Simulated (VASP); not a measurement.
# AlN (F-43m) in VASP: notebook

AlN is run at these levels: PBEsol; tasks: vibrations by perturbation theory.

Everything below comes from runs of VASP 6.6.1. Logs are shortened: lines on timing, memory, paths and dates and some standing lists are left out, and cuts for length are marked.

### 1 The cell of the first run

It takes space group F-43m (No. 216, cubic). Conventional cell: a = 4.377 Å, b = 4.377 Å, c = 4.377 Å, α = 90.00°, β = 90.00°, γ = 90.00°. Within 2.5 Å of Al (site symmetry -43m) lie 4 N at 1.90 Å. N (site symmetry -43m) has 4 Al at 1.90 Å within 2.5 Å.

### 2 Vibrations by perturbation theory, PBEsol

The input, INCAR:

```
PREC = Accurate ; ENCUT = 520
EDIFF = 1E-8 ; ISMEAR = 0
SIGMA = 0.01 ; LREAL = False
LASPH = True ; NELM = 100
ALGO = Normal ; ISIF = 2
LWAVE = False ; LCHARG = False
GGA = PS ; IBRION = 8
NSW = 1
```

The input, KPOINTS:

```
regular mesh
0
Gamma
  8 8 8
```

The input, POSCAR:

```
AlN
1.0
    0.0000000000      2.1886794790      2.1886794790
    2.1886794790      0.0000000000      2.1886794790
    2.1886794790      2.1886794790      0.0000000000
Al N
1 1
Direct
    0.0000000000      0.0000000000      0.0000000000
    0.2500000000      0.2500000000      0.2500000000
```

Potentials or basis: VASP PAW PBE potentials, release 64 (Al, N).

On the command line:

```
$ cat potpaw_PBE.64/Al/POTCAR potpaw_PBE.64/N/POTCAR > POTCAR
$ mpirun -np 1 vasp_std > vasp.out
```

OUTCAR:

```text
PREC = Accurate
   ENCUT = 520
   EDIFF = 1E-8
   ISMEAR = 0
   LREAL = False
   LASPH = True
   NELM = 100
   ISIF = 2
   GGA = PS
   IBRION = 8
   NSW = 1

 ion  position               nearest neighbor table
   1  0.000  0.000  0.000-   2 1.90   2 1.90   2 1.90   2 1.90
   2  0.250  0.250  0.250-   1 1.90   1 1.90   1 1.90   1 1.90

  LATTYP: Found a face centered cubic cell.
 ALAT       =     4.3773589580

  Lattice vectors:

 A1 = (   0.0000000000,   2.1886794790,   2.1886794790)
 A2 = (   2.1886794790,   0.0000000000,   2.1886794790)
 A3 = (   2.1886794790,   2.1886794790,   0.0000000000)

Analysis of symmetry for initial positions (statically):
=====================================================================
 Subroutine PRICEL returns:
 Original cell was already a primitive cell.

 Routine SETGRP: Setting up the symmetry group for a
 face centered cubic supercell.

 Subroutine GETGRP returns: Found 24 space group operations
 (whereof 24 operations were pure point group operations)
 out of a pool of 48 trial point group operations.

The static configuration has the point symmetry T_d .

Analysis of symmetry for dynamics (positions and initial velocities):
=====================================================================
 Subroutine PRICEL returns:
 Original cell was already a primitive cell.

 Routine SETGRP: Setting up the symmetry group for a
 face centered cubic supercell.

 Subroutine GETGRP returns: Found 24 space group operations
 (whereof 24 operations were pure point group operations)
 out of a pool of 48 trial point group operations.

The dynamic configuration has the point symmetry T_d .

 Subroutine INISYM returns: Found 24 space group operations
 (whereof 24 operations are pure point group operations),
 and found     1 'primitive' translations

----------------------------------------------------------------------------------------

                                     Primitive cell

  volume of cell :      20.9689

  direct lattice vectors                    reciprocal lattice vectors
     0.000000000  2.188679479  2.188679479    -0.228448251  0.228448251  0.228448251
     2.188679479  0.000000000  2.188679479     0.228448251 -0.228448251  0.228448251
     2.188679479  2.188679479  0.000000000     0.228448251  0.228448251 -0.228448251

  length of vectors
     3.095260203  3.095260203  3.095260203     0.395683978  0.395683978  0.395683978

  position of ions in fractional coordinates (direct lattice)
     0.000000000  0.000000000  0.000000000
     0.250000000  0.250000000  0.250000000

  ion indices of the primitive-cell ions
   primitive index   ion index
                 1           1
                 2           2

----------------------------------------------------------------------------------------

 KPOINTS: regular mesh

Automatic generation of k-mesh.
 Grid dimensions read from file:
 generate k-points for:    8    8    8

 Generating k-lattice:

  Cartesian coordinates                     Fractional coordinates (reciprocal lattice)
    -0.028556031  0.028556031  0.028556031     0.125000000  0.000000000  0.000000000
     0.028556031 -0.028556031  0.028556031     0.000000000  0.125000000  0.000000000
     0.028556031  0.028556031 -0.028556031     0.000000000  0.000000000  0.125000000

  Length of vectors
     0.049460497  0.049460497  0.049460497

  Shift w.r.t. Gamma in fractional coordinates (k-lattice)
     0.000000000  0.000000000  0.000000000

 Subroutine IBZKPT returns following result:
[... 71 lines left out ...]
  Fermi-wavevector in a.u.,A,eV,Ry     =   1.187352  2.243769 19.181544  1.409804
  Thomas-Fermi vector in A             =   2.323505
   LORBIT       =      0    0 simple, 1 ext, 2 COOP (PROOUT), +10 PAW based schemes
   GGA     = PS    functional components
   LHFCALC =     F    Hartree Fock is set to
   AEXX    =    0.0000 exact exchange contribution
   IVDW    =     0    specifies the selected vdW correction
   LEPSILON=     F    determine dielectric tensor
   LRPA    =     F    only Hartree local field effects (RPA)
 non-spin polarized calculation
 Gauss-broadening in eV      SIGMA  =   0.01
  energy-cutoff  :      520.00
  volume of cell :       20.97
 maximum number of plane-waves:       588
   NGX = 11   NGY = 11   NGZ = 11

--------------------------------------- Ionic step        1  -------------------------------------------

 number of electron       8.0000000 magnetization

 Free energy of the ion-electron system (eV)
  ---------------------------------------------------
  ext. energy  EPLUGINS =         0.00000000
  ---------------------------------------------------
  free energy    TOTEN  =       -15.61122769 eV

  energy without entropy =      -15.61122769  energy(sigma->0) =      -15.61122769

 E-fermi :   5.9352     XC(G=0): -11.1010

 val. band max:        5.8177210570   @ k =   0.0000   0.0000   0.0000
 cond. band min:       9.0015303853   @ k =   0.5000   0.5000   0.0000
 fundamental gap:      3.1838093283
 Fermi energy:         5.9352083128

 k-point     1 :       0.0000    0.0000    0.0000
  band No.  band energies     occupation
      1      -9.1030      2.00000
      2       5.8177      2.00000
      3       5.8177      2.00000
      4       5.8177      2.00000
      5       9.8940      0.00000
      6      18.2235      0.00000
      7      18.2235      0.00000
      8      18.2235      0.00000
[... 243 lines left out ...]
 k-point    24 :      -0.3750    0.2500    0.1250
  band No.  band energies     occupation
      1      -6.7160      2.00000
      2       0.6477      2.00000
      3       3.5796      2.00000
      4       4.6928      2.00000
      5      12.7874      0.00000
      6      14.9165      0.00000
      7      17.8322      0.00000
      8      18.3511      0.00000

 [... further k-points ...]
[... 5 lines left out ...]
  --------------------------------------------------------------------------------------
  -------------------------------------------------------------------------------------
  Total        0.0030642      0.0030642      0.0030642      0.0000000      0.0000000      0.0000000
  in kB        0.2341302      0.2341302      0.2341302      0.0000000      0.0000000      0.0000000
  external PRESSURE =       0.2341302 kB  Pullay stress =       0.0000000 kB

 VOLUME and BASIS-vectors are now :
 -----------------------------------------------------------------------------
  energy-cutoff  :      520.00
  volume of cell :       20.97
      direct lattice vectors                 reciprocal lattice vectors
     0.000000000  2.188679479  2.188679479    -0.228448251  0.228448251  0.228448251
     2.188679479  0.000000000  2.188679479     0.228448251 -0.228448251  0.228448251
     2.188679479  2.188679479  0.000000000     0.228448251  0.228448251 -0.228448251

 POSITION                                       TOTAL-FORCE (eV/Angst)
 -----------------------------------------------------------------------------------
      0.00000      0.00000      0.00000        -0.000000     -0.000000     -0.000000
      1.09434      1.09434      1.09434         0.000000      0.000000      0.000000
 -----------------------------------------------------------------------------------
    total drift:                                0.000000      0.000000      0.000000

  FREE ENERGIE OF THE ION-ELECTRON SYSTEM (eV)
  ---------------------------------------------------
  free  energy   TOTEN  =       -15.6112276880 eV

  energy  without entropy=      -15.6112276880  energy(sigma->0) =      -15.61122769

[... ionic steps 2 to 3 ...]

--------------------------------------- Ionic step        4  -------------------------------------------

------------------------ aborting loop because EDIFF is reached ----------------------------------------

[... ionic steps 5 to 6 ...]

--------------------------------------- Ionic step        7  -------------------------------------------

 Free energy of the ion-electron system (eV)
  ---------------------------------------------------
  ---------------------------------------------------
  free energy    TOTEN  =        -0.23708717 eV

  energy without entropy =       -0.23708717

------------------------ aborting loop because EDIFF is reached ----------------------------------------

 INTERNAL STRAIN TENSOR  FOR ION    2  DIRECTION 1   (eV/Angst):
 -----------------------------------------------------------------------------
    -0.00999  0.00000  0.00000
     0.00000  0.00542 -9.00815
     0.00000 -9.00815  0.00542

 INTERNAL STRAIN TENSOR FOR ION    2 for displacements in x,y,z  (eV/Angst):
          X           Y           Z          XY          YZ          ZX
  --------------------------------------------------------------------------------
  x    -0.00000     0.00000     0.00000     0.00000    -9.00815     0.00000
  y     0.00000    -0.00000     0.00000     0.00000     0.00000    -9.00815
  z     0.00000     0.00000    -0.00000    -9.00815     0.00000     0.00000

 SECOND DERIVATIVES (NOT SYMMETRIZED)
 ------------------------------------
               1X          1Y          1Z          2X          2Y          2Z
  1X   -14.402676    0.000000    0.000000   14.402676    0.000000    0.000000
  1Y     0.000000  -14.402676    0.000000    0.000000   14.402676    0.000000
  1Z     0.000000    0.000000  -14.402676    0.000000    0.000000   14.402676
  2X    14.401411    0.000000    0.000000  -14.401411    0.000000    0.000000
  2Y     0.000000   14.401411    0.000000    0.000000  -14.401411    0.000000
  2Z     0.000000    0.000000   14.401411    0.000000    0.000000  -14.401411

 Eigenvectors and eigenvalues of the dynamical matrix
 ----------------------------------------------------

   1 f  =   19.541045 THz   122.780010 2PiTHz  651.819116 cm-1    80.815234 meV
             X         Y         Z           dx          dy          dz
      0.000000  0.000000  0.000000     0.000000    0.584515    0.000000
      1.094340  1.094340  1.094340     0.000000   -0.811383    0.000000
[... 21 lines left out ...]
   6 f/i=    0.000407 THz     0.002558 2PiTHz    0.013578 cm-1     0.001683 meV
             X         Y         Z           dx          dy          dz
      0.000000  0.000000  0.000000     0.000000    0.000000    0.811383
      1.094340  1.094340  1.094340     0.000000    0.000000    0.584515

--------------------------------------------------------------------------------------------------------

 ELASTIC MODULI CONTR FROM IONIC RELAXATION (kBar)
 Direction    XX          YY          ZZ          XY          YZ          ZX
 --------------------------------------------------------------------------------
 XX          -0.0000      0.0000      0.0000      0.0000     -0.0000      0.0000
 YY           0.0000     -0.0000     -0.0000      0.0000      0.0000     -0.0000
 ZZ           0.0000     -0.0000     -0.0000     -0.0000      0.0000      0.0000
 XY           0.0000      0.0000     -0.0000   -403.6227      0.0000     -0.0000
 YZ          -0.0000      0.0000      0.0000      0.0000   -403.6227     -0.0000
 ZX           0.0000     -0.0000      0.0000     -0.0000     -0.0000   -403.6227
 --------------------------------------------------------------------------------
```

Run time: 22 s. Hardware: 1 thread of Intel Xeon Platinum 8488C (Sapphire Rapids), shared host; peak memory 0.17 GiB.

What came out:

| Quantity | Value |
| --- | --- |
| Highest phonon frequency at Γ, LO-TO splitting left out | 652 cm⁻¹ |

Phonon frequencies in cm⁻¹ (negative: imaginary):
| q point | frequencies |
| --- | --- |
| (0.000, 0.000, 0.000) | 0 0 0 652 652 652 |

Caveat: the PAW data sets were made with another functional, which shifts forces and pressure a little.

### 3 Vibrations by perturbation theory, PBEsol

The input, INCAR:

```
PREC = Accurate
ENCUT = 520
EDIFF = 1E-8
ISMEAR = 0
SIGMA = 0.01
LREAL = F
LASPH = T
NELM = 60
ALGO = Normal
ISIF = 2
LWAVE = F
LCHARG = F
GGA = PS
IBRION = 8
NSW = 1
LEPSILON = T
```

The input, KPOINTS:

```
Automatic mesh
0
Gamma
  8 8 8
```

POSCAR is that of step 2.

Potentials or basis: VASP PAW PBE potentials, release 64 (Al, N).

On the command line:

```
$ cat potpaw_PBE.64/Al/POTCAR potpaw_PBE.64/N/POTCAR > POTCAR
$ mpirun -np 1 vasp_std > vasp.out
```

OUTCAR:

```text
PREC = Accurate
   ENCUT = 520
   EDIFF = 1E-8
   ISMEAR = 0
   LREAL = F
   LASPH = T
   NELM = 60
   ISIF = 2
   GGA = PS
   IBRION = 8
   NSW = 1
   LEPSILON = T

 ion  position               nearest neighbor table
   1  0.000  0.000  0.000-   2 1.90   2 1.90   2 1.90   2 1.90
   2  0.250  0.250  0.250-   1 1.90   1 1.90   1 1.90   1 1.90

  LATTYP: Found a face centered cubic cell.
[... 592 lines left out ...]
      0.000000  0.000000  0.000000     0.000000    0.000000   -0.584515
      1.094340  1.094340  1.094340     0.000000    0.000000    0.811383
[... 21 lines left out ...]
   6 f/i=    0.000407 THz     0.002558 2PiTHz    0.013578 cm-1     0.001683 meV
             X         Y         Z           dx          dy          dz
      0.000000  0.000000  0.000000    -0.014695   -0.583117   -0.564005
      1.094340  1.094340  1.094340    -0.010586   -0.420073   -0.406305

--------------------------------------------------------------------------------------------------------

 MACROSCOPIC STATIC DIELECTRIC TENSOR IONIC CONTRIBUTION
 ------------------------------------------------------
           3.849101     0.000000    -0.000000
           0.000000     3.849101     0.000000
          -0.000000     0.000000     3.849101
 ------------------------------------------------------

 ELASTIC MODULI CONTR FROM IONIC RELAXATION (kBar)
 Direction    XX          YY          ZZ          XY          YZ          ZX
 --------------------------------------------------------------------------------
 XX          -0.0000      0.0000     -0.0000     -0.0000     -0.0000      0.0000
 YY           0.0000     -0.0000      0.0000     -0.0000     -0.0000     -0.0000
 ZZ          -0.0000      0.0000     -0.0000     -0.0000     -0.0000      0.0000
 XY          -0.0000     -0.0000     -0.0000   -403.6226      0.0000      0.0000
 YZ          -0.0000     -0.0000     -0.0000      0.0000   -403.6226      0.0000
 ZX           0.0000     -0.0000      0.0000      0.0000      0.0000   -403.6226
 --------------------------------------------------------------------------------

 PIEZOELECTRIC TENSOR IONIC CONTR  for field in x, y, z        (C/m^2)
          XX          YY          ZZ          XY          YZ          ZX
  --------------------------------------------------------------------------------
  x     0.00000     0.00000     0.00000    -0.00000     1.17284     0.00000
  y    -0.00000     0.00000    -0.00000     0.00000     0.00000     1.17284
  z     0.00000     0.00000     0.00000     1.17284    -0.00000     0.00000
```

Wall time 57 s (1 thread of Intel Xeon Platinum 8488C (Sapphire Rapids), shared host); peak memory 0.17 GiB.

What came out:

* Electronic dielectric tensor (diagonal): 4.66
* Born charges (mean of the diagonal): Al +2.53; N -2.53 e
* Highest phonon frequency at Γ, LO-TO splitting left out: 652 cm⁻¹

Phonon frequencies in cm⁻¹ (negative: imaginary):
| q point | frequencies |
| --- | --- |
| (0.000, 0.000, 0.000) | 0 0 0 652 652 652 |

Electronic dielectric tensor:
```
4.66 0.00 0.00
0.00 4.66 0.00
0.00 0.00 4.66
```

Born effective charge tensors (e):
atom 1, Al
```
2.53 0.00 0.00
0.00 2.53 0.00
0.00 0.00 2.53
```
atom 2, N
```
-2.53  0.00  0.00
 0.00 -2.53  0.00
 0.00  0.00 -2.53
```

Caveat: the PAW data sets were made with another functional, which shifts forces and pressure a little.

(Part 1 of 3 ends here.)
